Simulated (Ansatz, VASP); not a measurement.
Ru: VASP beside Ansatz

INCAR

```
PREC     = Accurate       # precision mode
ENCUT    = 520            # plane-wave cutoff, eV
EDIFF    = 1E-6           # SCF threshold, eV
ISMEAR   = 0              # smearing method
SIGMA    = 0.15           # smearing width, eV
LREAL    = False          # projectors in reciprocal space
LASPH    = True           # aspherical terms in the spheres
NELM     = 60             # most SCF steps
ALGO     = Fast           # electronic algorithm
ISIF     = 2              # what is computed and relaxed
LWAVE    = False          # write WAVECAR
LCHARG   = False          # write CHGCAR
GGA      = PS             # functional
NBANDS   = 13             # bands
```

The input KPOINTS:

```
Automatic mesh
0
Gamma
  24 24 24
```

The input POSCAR:

```
Ru
1.0
    0.0000000000      2.0803540087      1.6226761268
    2.0803540087      0.0000000000      1.6226761268
    2.0803540087      2.0803540087      0.0000000000
Ru
1
Direct
    0.0000000000      0.0000000000      0.0000000000
```

Input for Ansatz:

```yaml
crystal:
  lattice:
    - [0.0, 2.0803540087, 1.6226761268]
    - [2.0803540087, 0.0, 1.6226761268]
    - [2.0803540087, 2.0803540087, 0.0]
  atoms:
    - { symbol: Ru, position: [0.0, 0.0, 0.0] }
basis:
  ecutwfc: 420
kpoints:
  mp_grid: { grid: [24, 24, 24] }
hamiltonian:
  xc: pbesol
scf:
  occupations: { method: gaussian, width: 0.15 }
output:
  forces: true
  stress: true
  eigenvalues: true
```

Alike in both runs: task single point; functional PBEsol; k mesh 24 × 24 × 24; occupations gaussian, width 0.15 eV; no spin polarisation.

|  | VASP | Ansatz |
| --- | --- | --- |
| version | VASP 6.6.1 | Ansatz 0.2.0 |
| potentials or method | VASP PAW PBE potentials, release 64 (Ru_pv), cutoff 520 eV | scalar-relativistic, plane waves, PAW |
| valence electrons in the cell | 14 | 16 |

```csv
,VASP,Ansatz,Ansatz less VASP
gap on the k mesh at the Fermi level (eV),none,none,-
pressure (GPa),-8.2,-8.1,+0.12
"traceless stress, the component that is largest in VASP (GPa)",26.13,26.15,+0.025
```

VASP's potentials were made for PBE, not for PBEsol. A gap of «none» marks a metal or a gap that the smearing closes. VASP's potentials hold 14 valence electrons a cell and Ansatz's 16, so a difference there can come from the potentials and not from the codes.
